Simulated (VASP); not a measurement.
# BeP (P3_2) in VASP: further runs

Runs on BeP. Level: PBE. Tasks: single point, relaxation of cell and atoms.

Everything below comes from runs of VASP 6.6.1. Logs are shortened: lines on timing, memory, paths and dates and some standing lists are left out, and cuts for length are marked.

### 1 The cell of the first run

Symmetry: P3_2, No. 145, trigonal system. The conventional cell has a = 3.680 Å, b = 3.680 Å, c = 7.111 Å, α = 90.00°, β = 90.00°, γ = 120.00°. Within 2.8 Å of Be (site symmetry 1) lie 4 P at 2.12 to 2.50 Å and 2 Be at 2.56 Å. P (site symmetry 1) has 4 Be at 2.12 to 2.50 Å and 2 P at 2.55 Å within 2.8 Å.

The cell was built from a structure type or drawn by symmetry, and may not be a known phase.

### 2 Single point, PBE

Input file INCAR:

```
ALGO = Normal
EDIFF = 1E-7
ENCUT = 520
GGA = PE
ISIF = 2
ISMEAR = 0
LASPH = T
LCHARG = F
LREAL = F
LWAVE = F
NBANDS = 20
NELM = 100
PREC = Accurate
SIGMA = 0.1
```

Input file KPOINTS:

```
k-points
0
Gamma
  6 6 4
```

Input file POSCAR:

```
BeP
1.0
    3.6795085662      0.0000000000      0.0000000000
   -1.8397542831      3.1865478918      0.0000000000
    0.0000000000      0.0000000000      7.1111891874
Be P
3 3
Direct
    0.5146331279      1.1831837154      0.2142455683
    0.6685505875      0.4853668721      0.5475789017
   -0.1831837154      0.3314494125      0.8809122350
    0.8516835739      0.8545212622      0.2367396642
    0.0028376883      0.1483164261      0.5700729975
    0.1454787378      0.9971623117      0.9034063308
```

Potentials or basis: VASP PAW PBE potentials, release 64 (Be, P).

On the command line:

```sh
$ cat potpaw_PBE.64/Be/POTCAR potpaw_PBE.64/P/POTCAR > POTCAR
$ mpirun -np 1 vasp_std > vasp.out
```

OUTCAR:

```text
EDIFF = 1E-7
   ENCUT = 520
   GGA = PE
   ISIF = 2
   ISMEAR = 0
   LASPH = T
   LREAL = F
   NELM = 100
   PREC = Accurate

 ion  position               nearest neighbor table
   1  0.515  0.183  0.214-   4 2.12   4 2.13   4 2.15   6 2.50
   2  0.669  0.485  0.548-   5 2.12   5 2.13   5 2.15   4 2.50
   3  0.817  0.331  0.881-   6 2.12   6 2.13   6 2.15   5 2.50
   4  0.852  0.855  0.237-   1 2.12   1 2.13   1 2.15   2 2.50   5 2.55   6 2.55
   5  0.003  0.148  0.570-   2 2.12   2 2.13   2 2.15   3 2.50   6 2.55   4 2.55
   6  0.145  0.997  0.903-   3 2.12   3 2.13   3 2.15   1 2.50   5 2.55   4 2.55

  LATTYP: Found a hexagonal cell.
 ALAT       =     3.6795085662
 C/A-ratio  =     1.9326464552

  Lattice vectors:

 A1 = (   3.6795085662,   0.0000000000,   0.0000000000)
 A2 = (  -1.8397542831,   3.1865478918,   0.0000000000)
 A3 = (   0.0000000000,   0.0000000000,   7.1111891874)

Analysis of symmetry for initial positions (statically):
=====================================================================
 Subroutine PRICEL returns:
 Original cell was already a primitive cell.

 Routine SETGRP: Setting up the symmetry group for a
 hexagonal supercell.

 Subroutine GETGRP returns: Found  3 space group operations
 (whereof  1 operations were pure point group operations)
 out of a pool of 24 trial point group operations.

The static configuration has the point symmetry C_1 .
 The point group associated with its full space group is C_3 .

Analysis of symmetry for dynamics (positions and initial velocities):
=====================================================================
 Subroutine PRICEL returns:
 Original cell was already a primitive cell.

 Routine SETGRP: Setting up the symmetry group for a
 hexagonal supercell.

 Subroutine GETGRP returns: Found  3 space group operations
 (whereof  1 operations were pure point group operations)
 out of a pool of 24 trial point group operations.

The dynamic configuration has the point symmetry C_1 .
 The point group associated with its full space group is C_3 .

 Subroutine INISYM returns: Found  3 space group operations
 (whereof  1 operations are pure point group operations),
 and found     1 'primitive' translations

----------------------------------------------------------------------------------------

                                     Primitive cell

  volume of cell :      83.3782

  direct lattice vectors                    reciprocal lattice vectors
     3.679508566  0.000000000  0.000000000     0.271775424  0.156909614  0.000000000
    -1.839754283  3.186547892  0.000000000     0.000000000  0.313819228  0.000000000
     0.000000000  0.000000000  7.111189187     0.000000000  0.000000000  0.140623456

  length of vectors
     3.679508566  3.679508566  7.111189187     0.313819228  0.313819228  0.140623456

  position of ions in fractional coordinates (direct lattice)
     0.514633128  0.183183715  0.214245568
     0.668550588  0.485366872  0.547578902
     0.816816285  0.331449412  0.880912235
     0.851683574  0.854521262  0.236739664
     0.002837688  0.148316426  0.570072997
     0.145478738  0.997162312  0.903406331

  ion indices of the primitive-cell ions
   primitive index   ion index
                 1           1
                 2           2
                 3           3
                 4           4
                 5           5
                 6           6

----------------------------------------------------------------------------------------

 KPOINTS: k-points

Automatic generation of k-mesh.
 Grid dimensions read from file:
 generate k-points for:    6    6    4

 Generating k-lattice:

  Cartesian coordinates                     Fractional coordinates (reciprocal lattice)
     0.045295904  0.026151602  0.000000000     0.166666667  0.000000000  0.000000000
     0.000000000  0.052303205  0.000000000     0.000000000  0.166666667  0.000000000
     0.000000000  0.000000000  0.035155864     0.000000000  0.000000000  0.250000000

  Length of vectors
     0.052303205  0.052303205  0.035155864

  Shift w.r.t. Gamma in fractional coordinates (k-lattice)
     0.000000000  0.000000000  0.000000000

 Subroutine IBZKPT returns following result:
 ===========================================

 Found     30 irreducible k-points:

 Following reciprocal coordinates:
            Coordinates               Weight
  0.000000  0.000000  0.000000      1.000000
  0.166667 -0.000000  0.000000      6.000000
  0.333333  0.000000  0.000000      6.000000
  0.500000  0.000000  0.000000      3.000000
  0.166667  0.166667  0.000000      6.000000
  0.333333  0.166667  0.000000      6.000000
[... 16 lines left out ...]
  0.000000  0.000000  0.500000      1.000000
  0.166667 -0.000000  0.500000      6.000000
 [... further k-points ...]
   k-points           NKPTS =     30   k-points in BZ     NKDIM =     30   number of bands    NBANDS=     20
   number of dos      NEDOS =    301   number of ions     NIONS =      6
   total plane-waves  NPLWV =  42336
   dimension x,y,z NGX =    28 NGY =   28 NGZ =   54
   dimension x,y,z NGXF=    56 NGYF=   56 NGZF=  108
   ions per type =               3   3
   NGX,Y,Z   is equivalent  to a cutoff of  12.65, 12.65, 12.62 a.u.
   NGXF,Y,Z  is equivalent  to a cutoff of  25.30, 25.30, 25.25 a.u.
 SYSTEM =  unknown system
   PREC   = accura    normal or accurate (medium, high low for compatibility)
   ISTART =      0    job   : 0-new  1-cont  2-samecut
   ICHARG =      2    charge: 1-file 2-atom 10-const
   ISPIN  =      1    spin polarized calculation?
   LNONCOLLINEAR =      F non collinear calculations
   LSORBIT =      F    spin-orbit coupling
   LASPH  =      T    aspherical Exc in radial PAW
   ENCUT  =  520.0 eV  38.22 Ry    6.18 a.u.   6.84  6.84 13.22*2*pi/ulx,y,z
   NELM   =    100;   NELMIN=  2; NELMDL= -5     # of ELM steps
   EDIFF  = 0.1E-06   stopping-criterion for ELM
   LREAL  =      F    real-space projection
   EDIFFG = 0.1E-05   stopping-criterion for IOM
   NSW    =      0    number of steps for IOM
   IBRION =     -1    ionic relax: 0-MD 1-quasi-New 2-CG
   NFREE  =      0    steps in history (QN), initial steepest desc. (CG)
   ISIF   =      2    stress and relaxation
   ISYM   =      2    0-nonsym 1-usesym 2-fastsym
   POTIM  = 0.5000    time-step for ionic-motion
   TEBEG  =    0.0;   TEEND  =   0.0 temperature during run
   PSTRESS=    0.0 pullay stress
   NELECT =      21.0000    total number of electrons
   NUPDOWN=      -1.0000    fix difference up-down
   EMIN   =  10.00;   EMAX   =-10.00  energy-range for DOS
   EFERMI =   0.00;   METHOD = LEGACY
   ISMEAR =     0;   SIGMA  =   0.10  broadening in eV -4-tet -1-fermi 0-gaus
   EFERMI_NEDOS =   21; number of points for ismear=-14 and -15
   IALGO  =     38    algorithm
   IMIX   =      4    mixing-type and parameters
     AMIX     =   0.40;   BMIX     =  1.00
     AMIX_MAG =   1.60;   BMIX_MAG =  1.00
  volume/ion in A,a.u.               =      13.90        93.78
  Fermi-wavevector in a.u.,A,eV,Ry     =   1.033865  1.953721 14.542948  1.068876
  Thomas-Fermi vector in A             =   2.168132
   LORBIT       =      0    0 simple, 1 ext, 2 COOP (PROOUT), +10 PAW based schemes
   GGA     = PE    functional components
   LHFCALC =     F    Hartree Fock is set to
   AEXX    =    0.0000 exact exchange contribution
   IVDW    =     0    specifies the selected vdW correction
   LEPSILON=     F    determine dielectric tensor
   LRPA    =     F    only Hartree local field effects (RPA)
 non-spin polarized calculation
 Gauss-broadening in eV      SIGMA  =   0.10
  energy-cutoff  :      520.00
  volume of cell :       83.38
 maximum number of plane-waves:      2262
   NGX = 13   NGY = 13   NGZ = 27

 number of electron      21.0000000 magnetization

 Free energy of the ion-electron system (eV)
  ---------------------------------------------------
  ext. energy  EPLUGINS =         0.00000000
  ---------------------------------------------------
  free energy    TOTEN  =       -27.88527534 eV

  energy without entropy =      -27.87805549  energy(sigma->0) =      -27.88166542

 E-fermi :   6.0569     XC(G=0):  -9.9754

 val. band max:        5.9155140278   @ k =   0.3333   0.0000   0.5000
 cond. band min:       6.0770655180   @ k =   0.1667  -0.0000   0.2500
 fundamental gap:      0.1615514902
 Fermi energy:         6.0568607689

 k-point     1 :       0.0000    0.0000    0.0000
  band No.  band energies     occupation
      1      -7.5374      2.00000
      2      -4.9879      2.00000
      3      -4.9879      2.00000
      4       2.6636      2.00000
      5       2.6636      2.00000
      6       4.2058      2.00000
[... 12 lines left out ...]
     19      11.2252      0.00000
     20      11.2252      0.00000

 k-point     2 :       0.1667   -0.0000    0.0000
  band No.  band energies     occupation
      1      -7.2790      2.00000
      2      -4.7714      2.00000
      3      -4.7488      2.00000
      4       1.7760      2.00000
      5       2.4599      2.00000
      6       3.0571      2.00000
[... 12 lines left out ...]
     19      11.9099      0.00000
     20      12.1857      0.00000

 k-point     3 :       0.3333    0.0000    0.0000
  band No.  band energies     occupation
      1      -6.6140      2.00000
      2      -4.2960      2.00000
      3      -4.1516      2.00000
      4      -0.1473      2.00000
      5       1.3403      2.00000
      6       1.8123      2.00000
[... 12 lines left out ...]
     19      13.8836      0.00000
     20      14.3435      0.00000

 k-point     4 :       0.5000    0.0000    0.0000
  band No.  band energies     occupation
      1      -6.1305      2.00000
      2      -4.1011      2.00000
      3      -3.7458      2.00000
      4      -0.8606      2.00000
      5       0.4879      2.00000
      6       0.9188      2.00000
[... 12 lines left out ...]
     19      15.2212      0.00000
     20      15.7669      0.00000

 k-point     5 :       0.1667    0.1667    0.0000
  band No.  band energies     occupation
      1      -6.8102      2.00000
      2      -4.4039      2.00000
      3      -4.3349      2.00000
      4       0.5286      2.00000
      5       1.5541      2.00000
      6       2.3426      2.00000
[... 12 lines left out ...]
     19      12.6401      0.00000
     20      13.3297      0.00000

 k-point     6 :       0.3333    0.1667    0.0000
  band No.  band energies     occupation
      1      -6.1607      2.00000
      2      -4.0227      2.00000
      3      -3.8107      2.00000
      4      -0.5386      2.00000
      5       0.6898      2.00000
      6       1.3026      2.00000
[... 12 lines left out ...]
     19      13.4758      0.00000
     20      14.6976      0.00000

 k-point     7 :      -0.3333    0.5000    0.0000
  band No.  band energies     occupation
      1      -6.1607      2.00000
      2      -4.0231      2.00000
      3      -3.8103      2.00000
      4      -0.5420      2.00000
      5       0.7505      2.00000
      6       1.1589      2.00000
[... 12 lines left out ...]
     19      13.4874      0.00000
     20      14.5323      0.00000
[... 277 lines left out ...]
 k-point    20 :       0.1667    0.3333   -0.2500
  band No.  band energies     occupation
      1      -6.0067      2.00000
      2      -4.8493      2.00000
      3      -2.9619      2.00000
      4      -0.4409      2.00000
      5       0.1801      2.00000
      6       1.4844      2.00000
[... 12 lines left out ...]
     19      13.2942      0.00000
     20      14.0730      0.00000

 k-point    21 :       0.3333    0.3333    0.2500
  band No.  band energies     occupation
      1      -5.7465      2.00000
      2      -4.6122      2.00000
      3      -2.9476      2.00000
      4       0.1076      2.00000
      5       0.1769      2.00000
      6       0.5088      2.00000
[... 12 lines left out ...]
     19      13.5522      0.00000
     20      13.6294      0.00000

 k-point    22 :      -0.3333   -0.3333    0.2500
  band No.  band energies     occupation
      1      -5.7436      2.00000
      2      -4.6213      2.00000
      3      -2.9094      2.00000
      4      -0.4557      2.00000
      5       0.2681      2.00000
      6       0.7408      2.00000
[... 12 lines left out ...]
     19      13.5194      0.00000
     20      13.8331      0.00000

 k-point    23 :       0.0000    0.0000    0.5000
  band No.  band energies     occupation
      1      -6.8887      2.00000
      2      -6.8887      2.00000
      3      -2.6954      2.00000
      4      -0.5693      2.00000
      5       4.1216      2.00000
      6       4.1216      2.00000
[... 12 lines left out ...]
     19      11.2329      0.00000
     20      11.3091      0.00000

 k-point    24 :       0.1667   -0.0000    0.5000
  band No.  band energies     occupation
      1      -6.6420      2.00000
      2      -6.6290      2.00000
      3      -2.5733      2.00000
      4      -0.2987      2.00000
      5       2.4909      2.00000
      6       2.6091      2.00000
[... 12 lines left out ...]
     19      11.5129      0.00000
     20      12.0847      0.00000

 [... further k-points ...]

------------------------ aborting loop because EDIFF is reached ----------------------------------------

  FORCE on cell =-STRESS in cart. coord.  units (eV):
  Direction    XX          YY          ZZ          XY          YZ          ZX
  --------------------------------------------------------------------------------------
  -------------------------------------------------------------------------------------
  Total        0.0826678      0.0826678      0.0893657      0.0000000      0.0000000      0.0000000
  in kB        1.5885271      1.5885271      1.7172326      0.0000001      0.0000000      0.0000000
  external PRESSURE =       1.6314289 kB  Pullay stress =       0.0000000 kB

 VOLUME and BASIS-vectors are now :
 -----------------------------------------------------------------------------
  energy-cutoff  :      520.00
  volume of cell :       83.38
      direct lattice vectors                 reciprocal lattice vectors
     3.679508566  0.000000000  0.000000000     0.271775424  0.156909614  0.000000000
    -1.839754283  3.186547892  0.000000000     0.000000000  0.313819228  0.000000000
     0.000000000  0.000000000  7.111189187     0.000000000  0.000000000  0.140623456

 POSITION                                       TOTAL-FORCE (eV/Angst)
 -----------------------------------------------------------------------------------
      1.55658      0.58372      1.52354        -0.006411      0.002857     -0.016450
      1.56698      1.54664      3.89394         0.005680      0.004123     -0.016450
      2.39570      1.05618      6.26433         0.000731     -0.006981     -0.016450
      1.56167      2.72297      1.68350         0.023760      0.028121      0.016450
     -0.26242      0.47262      4.05390         0.012473     -0.034637      0.016450
     -1.29924      3.17751      6.42429        -0.036233      0.006516      0.016450
 -----------------------------------------------------------------------------------
    total drift:                                0.000000     -0.000000      0.000002

  FREE ENERGIE OF THE ION-ELECTRON SYSTEM (eV)
  ---------------------------------------------------
  free  energy   TOTEN  =       -27.8852753399 eV

  energy  without entropy=      -27.8780554914  energy(sigma->0) =      -27.88166542
```

Wall time 61 s (1 thread of Intel Xeon 8259CL, shared host); peak memory 0.2 GiB.

Results:

```yaml
Free_energy: -27.8853 eV
Pressure: 0.2 GPa
Largest_force: 0.040 eV/Å
Band_gap_on_the_k_mesh: zero (an odd number of electrons rules out a gap without spin polarisation)
```

Forces in eV/Å, atoms in the order of the input:
```
Be  -0.006  0.003 -0.016
Be   0.006  0.004 -0.016
Be   0.001 -0.007 -0.016
P    0.024  0.028  0.016
P    0.012 -0.035  0.016
P   -0.036  0.007  0.016
```

### 3 Relaxation of cell and atoms, PBE

This run uses another cell than the first one, of 15.74 Å³/atom.

Input file INCAR:

```
PREC = Accurate
ENCUT = 600
EDIFF = 1E-6
ISMEAR = 0
SIGMA = 0.1
LREAL = F
LASPH = T
NELM = 80
ALGO = Normal
ISIF = 3
LWAVE = F
LCHARG = F
GGA = PE
IBRION = 2
NSW = 90
EDIFFG = -0.04
```

Input file KPOINTS:

```
Automatic mesh
0
Gamma
  6 6 4
```

Input file POSCAR:

```
BeP
1.0
    4.3109005046      0.0000000000      0.0000000000
   -2.1554502523      3.7333493501      0.0000000000
    0.0000000000      0.0000000000      5.8666611816
Be P
3 3
Direct
    0.3407837257      0.6956198652      0.1666666667
    0.3548361395      0.6592162743      0.5000000000
    0.3043801348      0.6451638605      0.8333333333
    0.6666666667      0.8396921145      0.2843185658
    0.1730254479      0.3333333333      0.6176518992
    0.1603078855      0.8269745521      0.9509852325
```

Potentials or basis: VASP PAW PBE potentials, release 64 (Be, P).

On the command line:

```sh
$ cat potpaw_PBE.64/Be/POTCAR potpaw_PBE.64/P/POTCAR > POTCAR
$ mpirun -np 1 vasp_std > vasp.out
```

Wall time 31 min (1 thread of Intel Xeon 8259CL, shared host); peak memory 0.27 GiB.

The run converged. Its results:

```yaml
Free_energy: -27.8717 eV
Relaxed_volume: 13.96 Å³/atom
Relaxed_cell: a = 3.684 Å, b = 3.684 Å, c = 7.128 Å, α = 90.00°, β = 90.00°, γ = 120.00°
Space_group_after_relaxing_to_0.1_Å: P3_2 (No. 145)
Energy_gained_by_relaxing: 3890.2 meV/atom
Ionic_steps: 42
Pressure_after_relaxing: -0.2 GPa
Largest_force_after_relaxing: 0.040 eV/Å
Band_gap_on_the_k_mesh: zero (an odd number of electrons rules out a gap without spin polarisation)
```

Forces in eV/Å, atoms in the order of the input:
```
Be  -0.005 -0.023  0.020
Be  -0.017  0.016  0.020
Be   0.022  0.007  0.020
P   -0.014 -0.031 -0.020
P   -0.020  0.028 -0.020
P    0.034  0.004 -0.020
```

Stress tensor (GPa, compression positive):
```
-0.10  0.00  0.00
 0.00 -0.10  0.00
 0.00  0.00 -0.39
```

The path:
```tsv
step	energy change (eV)	largest force (eV/Å)	pressure (GPa)	volume (Å³)
1	0.0000	26.2817	74.86	94.42
3	-10.8295	0.5639	-9.06	223.02
5	-16.2406	0.5747	-9.39	145.57
7	-16.9553	2.2883	-2.85	120.32
9	-18.3803	0.2682	-6.56	110.88
11	-18.5373	0.6011	-5.18	106.48
13	-18.9989	3.8133	54.62	61.71
15	-21.7712	1.5549	13.48	73.89
17	-22.0118	1.5133	15.74	72.86
19	-22.7497	0.5112	-4.60	87.06
21	-22.7776	0.5787	-2.11	84.42
23	-22.8746	0.3395	0.58	82.63
25	-22.9966	0.4496	0.41	83.03
27	-23.1246	0.7650	-2.41	84.54
29	-23.2041	0.6228	-1.23	83.91
31	-23.2940	0.3040	-0.18	82.63
33	-23.3119	0.1183	-0.04	82.75
35	-23.3209	0.1099	0.39	82.78
37	-23.3263	0.1090	-0.72	84.04
39	-23.3352	0.0648	-0.24	83.83
41	-23.3378	0.0817	0.18	83.64
42	-23.3409	0.0399	-0.19	83.76
```

Final structure:
```
Be P
1.0
     3.68363    0.00000    0.00000
    -1.84181    3.19012    0.00000
     0.00000    0.00000    7.12815
Be P
3 3
Direct
  0.16907 0.54683 0.23097
  0.37775 0.83093 0.56430
  0.45317 0.62225 0.89763
  0.84002 0.88283 0.22002
  0.04281 0.15998 0.55335
  0.11717 0.95719 0.88669
```

Levels at points of the mesh, in eV from the Fermi level:
| k point | band 7 | band 8 | band 9 | band 10 | band 11 | band 12 | band 13 | band 14 |
| --- | --- | --- | --- | --- | --- | --- | --- | --- |
| (0.00, 0.00, 0.00) | -1.88 | -1.78 | -0.98 | -0.98 | -0.59 | 3.15 | 3.15 | 3.19 |
| (0.50, 0.00, 0.00) | -3.53 | -2.97 | -2.35 | -0.94 | -0.88 | 1.23 | 2.21 | 2.51 |
| (0.00, 0.00, 0.50) | -1.86 | -1.23 | -0.92 | -0.92 | 1.88 | 1.88 | 2.99 | 2.99 |
| (0.50, 0.00, 0.50) | -3.30 | -3.02 | -2.91 | -2.05 | -1.24 | 1.61 | 2.72 | 3.17 |

Caveat: a cell axis changed by over 15 % at a fixed basis, so the end point is rough.
